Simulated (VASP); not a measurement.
Wanted: the native input for a VASP 6.6.1 run.

* Task: single point
* Functional: PBE
* Potentials or basis: VASP PAW PBE potentials, release 64 (Zn, S)
* Cutoff: 520 eV
* k mesh: 8 × 8 × 4
* Occupations: gaussian, width 0.05 eV
* Spin: no spin polarisation
* Dipole correction: no
* Further INCAR settings: ALGO = Normal; EDIFF = 1e-07; NBANDS = 26

The structure of ZnS lies in POSCAR:

```
ZnS
1.0
    3.8458156497      0.0000000000      0.0000000000
   -1.9229078249      3.3305740510      0.0000000000
    0.0000000000      0.0000000000      6.3039698155
Zn S
2 2
Direct
    0.3333333333      0.6666666667      0.0052008604
    0.6666666667      0.3333333333      0.5052008604
    0.3333333333      0.6666666667      0.3797991396
    0.6666666667      0.3333333333      0.8797991396
```

The input as run:

INCAR

```
PREC     = Accurate       # precision mode
ENCUT    = 520            # plane-wave cutoff, eV
EDIFF    = 1E-7           # SCF threshold, eV
ISMEAR   = 0              # smearing method
SIGMA    = 0.05           # smearing width, eV
LREAL    = False          # projectors in reciprocal space
LASPH    = True           # aspherical terms in the spheres
NELM     = 60             # most SCF steps
ALGO     = Normal         # electronic algorithm
ISIF     = 2              # what is computed and relaxed
LWAVE    = False          # write WAVECAR
LCHARG   = False          # write CHGCAR
GGA      = PE             # functional
NBANDS   = 26             # bands
```

KPOINTS

```
Automatic mesh
0
Gamma
  8 8 4
```

Potentials or basis: VASP PAW PBE potentials, release 64 (Zn, S).

Command:

```console
$ cat potpaw_PBE.64/Zn/POTCAR potpaw_PBE.64/S/POTCAR > POTCAR
$ mpirun -np 1 vasp_std > vasp.out
```

Results of the run:

```
Pressure               : 0.1 GPa
Band gap on the k mesh : 2.08 eV
```

Run time: 87 s on 1 thread of Intel Xeon 8259CL (shared host), peak memory 0.22 GiB.
